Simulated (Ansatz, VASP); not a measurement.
# One calculation of KCl, two programs

```
K Cl
1.0
     0.00000    3.40859    3.02986
     3.40859    0.00000    3.02986
     3.40859    3.40859    0.00000
K Cl
1 1
Cartesian
  0.0000 0.0000 0.0000
  3.4086 3.4086 3.0299
```

Change from the starting cell: strain +0.080 along x and y, -0.040 along z, atoms carried along.

Alike in both runs: task single point; functional PBEsol; k mesh 6 × 6 × 6; occupations gaussian, width 0.05 eV; no spin polarisation.

|  | VASP | Ansatz |
| --- | --- | --- |
| version | VASP 6.6.1 | Ansatz 0.2.0 |
| potentials or method | VASP PAW PBE potentials, release 64 (K_sv, Cl), cutoff 520 eV | scalar-relativistic, plane waves, PAW |
| valence electrons in the cell | 16 | 16 |

|  | VASP | Ansatz | Ansatz less VASP |
| --- | --- | --- | --- |
| gap on the k mesh at the Fermi level (eV) | 4.63 | 4.63 | +0.004 |
| least direct gap on the mesh (eV) | 4.63 | 4.63 | +0.004 |
| pressure (GPa) | -1.3 | -1.3 | -0.02 |
| traceless stress, the component that is largest in VASP (GPa) | 1.71 | 1.66 | -0.048 |

VASP's potentials were made for PBE, not for PBEsol. With one functional, cell and mesh, what is left measures potentials, basis and numerics.
